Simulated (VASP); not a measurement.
# Cd3TeSe2 (P3m1) in VASP: further runs

Runs on Cd3TeSe2. Level: PBE. Tasks: single point.

All numbers are computed with VASP 6.6.1; they aren't measurements. Logs are shortened: lines on timing, memory, paths and dates and some standing lists are left out, and cuts for length are marked.

## (1) The cell of the first run

The structure is trigonal, space group P3m1 (No. 156). Conventional cell: a = 4.482 Å, b = 4.482 Å, c = 10.980 Å, α = 90.00°, β = 90.00°, γ = 120.00°. Within 3.5 Å of Cd (site symmetry 3m) lie 4 Se at 2.69 to 2.72 Å. Within 3.6 Å of Cd (site symmetry 3m) lie 3 Se at 2.72 Å and 1 Te at 2.86 Å. Cd (site symmetry 3m) has 1 Se at 2.68 Å and 3 Te at 2.81 Å within 3.5 Å. Te (site symmetry 3m) has 4 Cd at 2.81 to 2.86 Å within 3.7 Å. Se (site symmetry 3m) has 4 Cd at 2.69 to 2.72 Å within 3.5 Å. Within 3.5 Å of Se (site symmetry 3m) lie 4 Cd at 2.68 to 2.72 Å.

## (2) Single point, PBE

INCAR

```
SYSTEM = Cd3TeSe2
PREC = Accurate ; ENCUT = 520
EDIFF = 1E-6 ; ISMEAR = 0
SIGMA = 0.1 ; LREAL = .False.
LASPH = .True. ; NELM = 80
ALGO = Normal ; ISIF = 2
LWAVE = .False. ; LCHARG = .True.
GGA = PE ; LELF = .True.
LVHAR = .True. ; NBANDS = 36
```

KPOINTS

```
Automatic mesh
0
Gamma
  6 6 2
  0 0 0
```

POSCAR

```
Cd3TeSe2
1.0
    4.4815559000      0.0000000000      0.0000000000
   -2.2407779000      3.8811413000      0.0000000000
    0.0000000000      0.0000000000     10.9800551000
Cd Te Se
3 1 2
Direct
    0.0000000000      0.0000000000      0.0003490000
    0.3333333000      0.6666667000      0.6797230000
    0.6666667000      0.3333333000      0.3193070000
    0.3333333000      0.6666667000      0.4193400000
    0.0000000000      0.0000000000      0.7556010000
    0.6666667000      0.3333333000      0.0756800000
```

Potentials or basis: VASP PAW PBE potentials, release 64 (Cd, Te, Se).

Command:

```
$ cat potpaw_PBE.64/Cd/POTCAR potpaw_PBE.64/Te/POTCAR potpaw_PBE.64/Se/POTCAR > POTCAR
$ mpirun -np 1 vasp_std > vasp.out
```

OUTCAR:

```text
SYSTEM = Cd3TeSe2
   PREC = Accurate
   ENCUT = 520
   EDIFF = 1E-6
   ISMEAR = 0
   LREAL = .False.
   LASPH = .True.
   NELM = 80
   ISIF = 2
   GGA = PE

 ion  position               nearest neighbor table
   1  0.000  0.000  0.000-   5 2.69   6 2.72   6 2.72   6 2.72
   2  0.333  0.667  0.680-   5 2.72   5 2.72   5 2.72   4 2.86
   3  0.667  0.333  0.319-   6 2.68   4 2.81   4 2.81   4 2.81
   4  0.333  0.667  0.419-   3 2.81   3 2.81   3 2.81   2 2.86
   5  0.000  0.000  0.756-   1 2.69   2 2.72   2 2.72   2 2.72
   6  0.667  0.333  0.076-   3 2.68   1 2.72   1 2.72   1 2.72

  LATTYP: Found a hexagonal cell.
 ALAT       =     4.4815559000
 C/A-ratio  =     2.4500542546

  Lattice vectors:

 A1 = (   4.4815559000,   0.0000000000,   0.0000000000)
 A2 = (  -2.2407779000,   3.8811413000,   0.0000000000)
 A3 = (   0.0000000000,   0.0000000000,  10.9800551000)

Analysis of symmetry for initial positions (statically):
=====================================================================
 Subroutine PRICEL returns:
 Original cell was already a primitive cell.

 Routine SETGRP: Setting up the symmetry group for a
 hexagonal supercell.

 Subroutine GETGRP returns: Found  6 space group operations
 (whereof  6 operations were pure point group operations)
 out of a pool of 24 trial point group operations.

The static configuration has the point symmetry C_3v.

Analysis of symmetry for dynamics (positions and initial velocities):
=====================================================================
 Subroutine PRICEL returns:
 Original cell was already a primitive cell.

 Routine SETGRP: Setting up the symmetry group for a
 hexagonal supercell.

 Subroutine GETGRP returns: Found  6 space group operations
 (whereof  6 operations were pure point group operations)
 out of a pool of 24 trial point group operations.

The dynamic configuration has the point symmetry C_3v.

 Subroutine INISYM returns: Found  6 space group operations
 (whereof  6 operations are pure point group operations),
 and found     1 'primitive' translations

----------------------------------------------------------------------------------------

                                     Primitive cell

  volume of cell :     190.9822

  direct lattice vectors                    reciprocal lattice vectors
     4.481555900  0.000000000  0.000000000     0.223136791  0.128828082  0.000000000
    -2.240777900  3.881141300  0.000000000     0.000000000  0.257656169  0.000000000
     0.000000000  0.000000000 10.980055100     0.000000000  0.000000000  0.091074224

  length of vectors
     4.481555900  4.481555911 10.980055100     0.257656170  0.257656169  0.091074224

  position of ions in fractional coordinates (direct lattice)
     0.000000000  0.000000000  0.000349000
     0.333333300  0.666666700  0.679723000
     0.666666700  0.333333300  0.319307000
     0.333333300  0.666666700  0.419340000
     0.000000000  0.000000000  0.755601000
     0.666666700  0.333333300  0.075680000

  ion indices of the primitive-cell ions
   primitive index   ion index
                 1           1
                 2           2
                 3           3
                 4           4
                 5           5
                 6           6

----------------------------------------------------------------------------------------

 KPOINTS: Automatic mesh

Automatic generation of k-mesh.
 Grid dimensions read from file:
 generate k-points for:    6    6    2

 Generating k-lattice:

  Cartesian coordinates                     Fractional coordinates (reciprocal lattice)
     0.037189465  0.021471347  0.000000000     0.166666667  0.000000000  0.000000000
     0.000000000  0.042942695  0.000000000     0.000000000  0.166666667  0.000000000
     0.000000000  0.000000000  0.045537112     0.000000000  0.000000000  0.500000000

  Length of vectors
     0.042942695  0.042942695  0.045537112

  Shift w.r.t. Gamma in fractional coordinates (k-lattice)
     0.000000000  0.000000000  0.000000000

 Subroutine IBZKPT returns following result:
 ===========================================

 Found     14 irreducible k-points:

 Following reciprocal coordinates:
            Coordinates               Weight
  0.000000  0.000000  0.000000      1.000000
  0.166667  0.000000  0.000000      6.000000
  0.333333  0.000000  0.000000      6.000000
  0.500000  0.000000  0.000000      3.000000
  0.166667  0.166667  0.000000      6.000000
  0.333333  0.166667  0.000000     12.000000
  0.333333  0.333333  0.000000      2.000000
  0.000000  0.000000  0.500000      1.000000
  0.166667  0.000000  0.500000      6.000000
  0.333333  0.000000  0.500000      6.000000
  0.500000  0.000000  0.500000      3.000000
  0.166667  0.166667  0.500000      6.000000
  0.333333  0.166667  0.500000     12.000000
  0.333333  0.333333  0.500000      2.000000
   k-points           NKPTS =     14   k-points in BZ     NKDIM =     14   number of bands    NBANDS=     36
   number of dos      NEDOS =    301   number of ions     NIONS =      6
   total plane-waves  NPLWV = 108864
   dimension x,y,z NGX =    36 NGY =   36 NGZ =   84
   dimension x,y,z NGXF=    72 NGYF=   72 NGZF=  168
   ions per type =               3   1   2
   NGX,Y,Z   is equivalent  to a cutoff of  13.35, 13.35, 12.72 a.u.
   NGXF,Y,Z  is equivalent  to a cutoff of  26.71, 26.71, 25.44 a.u.
 SYSTEM =  Cd3TeSe2
   PREC   = accura    normal or accurate (medium, high low for compatibility)
   ISTART =      0    job   : 0-new  1-cont  2-samecut
   ICHARG =      2    charge: 1-file 2-atom 10-const
   ISPIN  =      1    spin polarized calculation?
   LNONCOLLINEAR =      F non collinear calculations
   LSORBIT =      F    spin-orbit coupling
   LASPH  =      T    aspherical Exc in radial PAW
   ENCUT  =  520.0 eV  38.22 Ry    6.18 a.u.   8.33  8.33 20.42*2*pi/ulx,y,z
   NELM   =     80;   NELMIN=  2; NELMDL= -5     # of ELM steps
   EDIFF  = 0.1E-05   stopping-criterion for ELM
   LREAL  =      F    real-space projection
   EDIFFG = 0.1E-04   stopping-criterion for IOM
   NSW    =      0    number of steps for IOM
   IBRION =     -1    ionic relax: 0-MD 1-quasi-New 2-CG
   NFREE  =      0    steps in history (QN), initial steepest desc. (CG)
   ISIF   =      2    stress and relaxation
   ISYM   =      2    0-nonsym 1-usesym 2-fastsym
   POTIM  = 0.5000    time-step for ionic-motion
   TEBEG  =    0.0;   TEEND  =   0.0 temperature during run
   PSTRESS=    0.0 pullay stress
   NELECT =      54.0000    total number of electrons
   NUPDOWN=      -1.0000    fix difference up-down
   EMIN   =  10.00;   EMAX   =-10.00  energy-range for DOS
   EFERMI =   0.00;   METHOD = LEGACY
   ISMEAR =     0;   SIGMA  =   0.10  broadening in eV -4-tet -1-fermi 0-gaus
   EFERMI_NEDOS =   21; number of points for ismear=-14 and -15
   IALGO  =     38    algorithm
   IMIX   =      4    mixing-type and parameters
     AMIX     =   0.40;   BMIX     =  1.00
     AMIX_MAG =   1.60;   BMIX_MAG =  1.00
  volume/ion in A,a.u.               =      31.83       214.80
  Fermi-wavevector in a.u.,A,eV,Ry     =   1.074505  2.030520 15.708759  1.154561
  Thomas-Fermi vector in A             =   2.210335
   LORBIT       =      0    0 simple, 1 ext, 2 COOP (PROOUT), +10 PAW based schemes
   GGA     = PE    functional components
   LHFCALC =     F    Hartree Fock is set to
   AEXX    =    0.0000 exact exchange contribution
   IVDW    =     0    specifies the selected vdW correction
   LEPSILON=     F    determine dielectric tensor
   LRPA    =     F    only Hartree local field effects (RPA)
 non-spin polarized calculation
 Gauss-broadening in eV      SIGMA  =   0.10
  energy-cutoff  :      520.00
  volume of cell :      190.98
 maximum number of plane-waves:      5188
 NGX is ok and might be reduce to    36
   NGX = 17   NGY = 17   NGZ = 41

 number of electron      53.9999990 magnetization

 Free energy of the ion-electron system (eV)
  ---------------------------------------------------
  ext. energy  EPLUGINS =         0.00000000
  ---------------------------------------------------
  free energy    TOTEN  =       -15.71244264 eV

  energy without entropy =      -15.71043512  energy(sigma->0) =      -15.71143888

 E-fermi :   1.3830     XC(G=0):  -8.5266

 val. band max:        1.3045359273   @ k =   0.0000   0.0000   0.0000
 cond. band min:       1.4062566650   @ k =   0.0000   0.0000   0.0000
 fundamental gap:      0.1017207377
 Fermi energy:         1.3830181193

 k-point     1 :       0.0000    0.0000    0.0000
  band No.  band energies     occupation
      1     -11.2932      2.00000
      2     -11.1221      2.00000
      3      -9.5065      2.00000
      4      -6.8932      2.00000
      5      -6.8932      2.00000
      6      -6.8809      2.00000
[... 28 lines left out ...]
     35       7.0042      0.00000
     36       7.0807      0.00000

 k-point     2 :       0.1667    0.0000    0.0000
  band No.  band energies     occupation
      1     -11.2358      2.00000
      2     -11.0856      2.00000
      3      -9.4361      2.00000
      4      -6.8688      2.00000
      5      -6.8674      2.00000
      6      -6.8385      2.00000
[... 28 lines left out ...]
     35       6.8517      0.00000
     36       7.1316      0.00000

 k-point     3 :       0.3333    0.0000    0.0000
  band No.  band energies     occupation
      1     -11.1146      2.00000
      2     -11.0175      2.00000
      3      -9.2960      2.00000
      4      -6.8361      2.00000
      5      -6.8234      2.00000
      6      -6.7925      2.00000
[... 28 lines left out ...]
     35       7.3435      0.00000
     36       7.5127      0.00000

 k-point     4 :       0.5000    0.0000    0.0000
  band No.  band energies     occupation
      1     -11.0463      2.00000
      2     -10.9906      2.00000
      3      -9.2270      2.00000
      4      -6.8220      2.00000
      5      -6.8027      2.00000
      6      -6.7837      2.00000
[... 28 lines left out ...]
     35       7.5555      0.00000
     36       7.8985      0.00000

 k-point     5 :       0.1667    0.1667    0.0000
  band No.  band energies     occupation
      1     -11.1463      2.00000
      2     -11.0336      2.00000
      3      -9.3311      2.00000
      4      -6.8469      2.00000
      5      -6.8277      2.00000
      6      -6.7939      2.00000
[... 265 lines left out ...]
 k-point    12 :       0.1667    0.1667    0.5000
  band No.  band energies     occupation
      1     -11.1432      2.00000
      2     -11.0369      2.00000
      3      -9.3312      2.00000
      4      -6.8351      2.00000
      5      -6.8187      2.00000
      6      -6.8033      2.00000
[... 28 lines left out ...]
     35       7.2541      0.00000
     36       7.5107      0.00000

 k-point    13 :       0.3333    0.1667    0.5000
  band No.  band energies     occupation
      1     -11.0471      2.00000
      2     -10.9908      2.00000
      3      -9.2280      2.00000
      4      -6.8114      2.00000
      5      -6.8034      2.00000
      6      -6.7701      2.00000
[... 28 lines left out ...]
     35       7.4722      0.00000
     36       7.5972      0.00000

 k-point    14 :       0.3333    0.3333    0.5000
  band No.  band energies     occupation
      1     -11.0068      2.00000
      2     -10.9848      2.00000
      3      -9.1951      2.00000
      4      -6.7943      2.00000
      5      -6.7833      2.00000
      6      -6.7671      2.00000
[... 28 lines left out ...]
     35       7.1337      0.00000
     36       7.5273      0.00000

------------------------ aborting loop because EDIFF is reached ----------------------------------------

  FORCE on cell =-STRESS in cart. coord.  units (eV):
  Direction    XX          YY          ZZ          XY          YZ          ZX
  --------------------------------------------------------------------------------------
  -------------------------------------------------------------------------------------
  Total        0.2449678      0.2449678      0.2456324      0.0000000     -0.0000000     -0.0000000
  in kB        2.0550708      2.0550708      2.0606461      0.0000000     -0.0000000     -0.0000000
  external PRESSURE =       2.0569292 kB  Pullay stress =       0.0000000 kB

 VOLUME and BASIS-vectors are now :
 -----------------------------------------------------------------------------
  energy-cutoff  :      520.00
  volume of cell :      190.98
      direct lattice vectors                 reciprocal lattice vectors
     4.481555900  0.000000000  0.000000000     0.223136791  0.128828082  0.000000000
    -2.240777900  3.881141300  0.000000000     0.000000000  0.257656169  0.000000000
     0.000000000  0.000000000 10.980055100     0.000000000  0.000000000  0.091074224

 POSITION                                       TOTAL-FORCE (eV/Angst)
 -----------------------------------------------------------------------------------
      0.00000      0.00000      0.00383         0.000000      0.000000      0.004545
     -0.00000      2.58743      7.46340        -0.000000     -0.000000      0.002767
      2.24078      1.29371      3.50601        -0.000000      0.000000     -0.007431
     -0.00000      2.58743      4.60438         0.000000     -0.000000      0.007898
      0.00000      0.00000      8.29654        -0.000000      0.000000     -0.007712
      2.24078      1.29371      0.83097         0.000000     -0.000000     -0.000068
 -----------------------------------------------------------------------------------
    total drift:                               -0.000021      0.000012     -0.000280

  FREE ENERGIE OF THE ION-ELECTRON SYSTEM (eV)
  ---------------------------------------------------
  free  energy   TOTEN  =       -15.7124426360 eV

  energy  without entropy=      -15.7104351202  energy(sigma->0) =      -15.71143888
```

Run time: 90 s. Hardware: 1 thread of Intel Xeon Platinum 8259CL at 2.50GHz (Skylake/Cascade Lake), shared host; peak memory 0.37 GiB.

What came out:

```yaml
Free_energy: -15.7124 eV
Pressure: 0.2 GPa
Largest_force: 0.008 eV/Å
Band_gap_on_the_k_mesh: 0.10 eV
```

Forces on the atoms (eV/Å):
```
Cd   0.000  0.000  0.005
Cd   0.000  0.000  0.003
Cd   0.000  0.000 -0.007
Te   0.000  0.000  0.008
Se   0.000  0.000 -0.008
Se   0.000  0.000  0.000
```

Levels at points of the mesh, in eV from the valence-band top:
| k point | band 24 | band 25 | band 26 | band 27 | band 28 | band 29 | band 30 | band 31 |
| --- | --- | --- | --- | --- | --- | --- | --- | --- |
| (0.00, 0.00, 0.00) | -0.82 | -0.36 | 0.00 | 0.00 | 0.10 | 1.59 | 2.35 | 5.06 |
| (0.50, 0.00, 0.00) | -1.82 | -1.64 | -1.47 | -0.93 | 2.56 | 2.67 | 2.96 | 3.00 |
| (0.00, 0.00, 0.50) | -0.75 | -0.75 | -0.04 | -0.04 | 1.20 | 1.37 | 2.28 | 4.66 |
| (0.50, 0.00, 0.50) | -1.97 | -1.65 | -0.98 | -0.82 | 1.79 | 2.92 | 3.16 | 3.61 |

Caveat: spin-orbit coupling is left out, which moves the levels of the heavy elements.

## (3) Single point, PBE

INCAR

```
SYSTEM = Cd3TeSe2
PREC     = Accurate       ! precision mode
ENCUT    = 520            ! plane-wave cutoff, eV
EDIFF    = 1E-6           ! SCF threshold, eV
ISMEAR   = 0              ! smearing method
SIGMA    = 0.01           ! smearing width, eV
LREAL    = .False.        ! projectors in reciprocal space
LASPH    = .True.         ! aspherical terms in the spheres
NELM     = 60             ! most SCF steps
ALGO     = Normal         ! electronic algorithm
ISIF     = 2              ! what is computed and relaxed
LWAVE    = .False.        ! write WAVECAR
LCHARG   = .False.        ! write CHGCAR
GGA      = PE             ! functional
NBANDS   = 36             ! bands
```

KPOINTS

```
regular mesh
0
Gamma
  12 12 4
  0 0 0
```

POSCAR

```
Cd3TeSe2
1.0
    4.4815559243     -0.0000000289      0.0000000000
   -2.2407779372      3.8811412934      0.0000000000
    0.0000000000      0.0000000000     10.9800551000
Cd Te Se
3 1 2
Direct
    0.0000000000      0.0000000000      0.0003490000
    0.3333333333      0.6666666667      0.6797230000
    0.6666666667      0.3333333333      0.3193070000
    0.3333333333      0.6666666667      0.4193400000
    0.0000000000      0.0000000000      0.7556010000
    0.6666666667      0.3333333333      0.0756800000
```

Potentials or basis: VASP PAW PBE potentials, release 64 (Cd, Te, Se).

Command:

```
$ cat potpaw_PBE.64/Cd/POTCAR potpaw_PBE.64/Te/POTCAR potpaw_PBE.64/Se/POTCAR > POTCAR
$ mpirun -np 1 vasp_std > vasp.out
```

Wall time 6.1 min (1 thread of Intel Xeon Platinum 8259CL at 2.50GHz (Skylake/Cascade Lake), shared host); peak memory 0.61 GiB.

The run converged. Its results:

```yaml
Free_energy: -15.7231 eV
Pressure: 0.2 GPa
Largest_force: 0.010 eV/Å
Band_gap_on_the_k_mesh: 0.09 eV
```

Forces in eV/Å, atoms in the order of the input:
```
Cd   0.000  0.000  0.005
Cd   0.000  0.000 -0.008
Cd   0.000  0.000  0.010
Te   0.000  0.000  0.003
Se   0.000  0.000 -0.005
Se   0.000  0.000 -0.005
```

Levels at points of the mesh, in eV from the valence-band top:
| k point | band 23 | band 24 | band 25 | band 26 | band 27 | band 28 | band 29 | band 30 | band 31 | band 32 |
| --- | --- | --- | --- | --- | --- | --- | --- | --- | --- | --- |
| (0.00, 0.00, 0.00) | -0.84 | -0.84 | -0.37 | 0.00 | 0.00 | 0.09 | 1.57 | 2.34 | 5.05 | 5.15 |
| (0.50, 0.00, 0.00) | -2.02 | -1.84 | -1.65 | -1.49 | -0.93 | 2.55 | 2.65 | 2.95 | 2.99 | 4.81 |
| (0.00, 0.00, 0.50) | -1.15 | -0.77 | -0.77 | -0.04 | -0.04 | 1.19 | 1.35 | 2.27 | 4.65 | 5.37 |
| (0.50, 0.00, 0.50) | -2.18 | -1.99 | -1.66 | -0.99 | -0.83 | 1.77 | 2.90 | 3.16 | 3.60 | 3.99 |

Caveat: spin-orbit coupling is left out, which moves the levels of the heavy elements.
